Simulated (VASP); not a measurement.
A run of VASP 6.6.1 is set up as follows.

INCAR

```
ALGO = Fast
EDIFF = 1E-6
ENCUT = 520
GGA = PE
ISIF = 2
ISMEAR = 0
IVDW = 12
LASPH = True
LCHARG = True
LELF = True
LREAL = False
LVHAR = True
LWAVE = False
NBANDS = 10
NELM = 100
PREC = Accurate
SIGMA = 0.15
```

The input KPOINTS:

```
k-points
0
Gamma
  18 18 10
```

The input POSCAR:

```
Al
1.0
    2.8124553515      0.0000000000      0.0000000000
   -1.4062276757      2.4356577814      0.0000000000
    0.0000000000      0.0000000000      4.8668500000
Al
2
Direct
    0.4984133003      0.2101633206      0.7500000000
    0.3333333333      0.6666666667      0.2500000000
```

Potentials or basis: VASP PAW PBE potentials, release 64 (Al).

The run is started by

```console
$ cat potpaw_PBE.64/Al/POTCAR > POTCAR
$ mpirun -np 1 vasp_std > vasp.out
```

What does it give for the band gap on the k mesh?

Zero (bands 3 and 4 overlap by 6.95 eV).

Estimate the dispersion energy per atom.

-0.333 eV.

Predict the pressure.

-2.4 GPa.

Forces in eV/Å, atoms in the order of the input:
```
Al   0.054  0.206  0.000
Al  -0.054 -0.206  0.000
```

Caveat: the cell differs from its parent crystal (atom 1 (Al) moved by (-0.300, -0.300) A along x and y).
